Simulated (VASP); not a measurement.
Runs of VASP 6.6.1 on Sr. The structure is that of space group Fm-3m (No. 225), or close to it. The cells are those of the table. 

```csv
cell,gap on the mesh (eV),pressure (GPa)
"a = 4.249, b = 4.249, c = 4.195 Å, angles 60.4, 60.4, 59.2°, 1 atom",none,-0.4
"a = 4.142, b = 4.142, c = 4.195 Å, angles 59.6, 59.6, 60.9°, 1 atom",none,0.2
"a = 4.087 Å, angles 60.0°, 1 atom",-,1.0
"a = 4.196, b = 4.196, c = 4.087 Å, angles 60.9, 60.9, 58.3°, 1 atom",none,0.2
"a = 4.410 Å, angles 60.0°, 1 atom",none,(b)
"a = 4.518 Å, angles 60.0°, 1 atom",none,-1.9
"a = 4.195 Å, angles 60.0°, 1 atom",none,-0.1
"a = 4.142, b = 4.142, c = 4.087 Å, angles 60.4, 60.4, 59.1°, 1 atom",none,0.6
"a = 4.249, b = 4.249, c = 4.303 Å, angles 59.6, 59.6, 60.8°, 1 atom",none,(a)
```

Alike in all rows: task single point; level PBEsol; potentials or basis VASP PAW PBE potentials, release 64 (Sr_sv); no spin polarisation; k mesh 10 × 10 × 10; cutoff (eV) 520; smearing gaussian 0.03 eV.

Estimate the missing entries.

(a) -0.7; (b) -1.4.

Caveats: the PAW data sets were made with another functional, which shifts forces and pressure a little.

A k mesh can miss the band edges, and the runs leave out spin-orbit coupling on Sr.

A gap of «none» marks levels without a gap at the run's occupations.
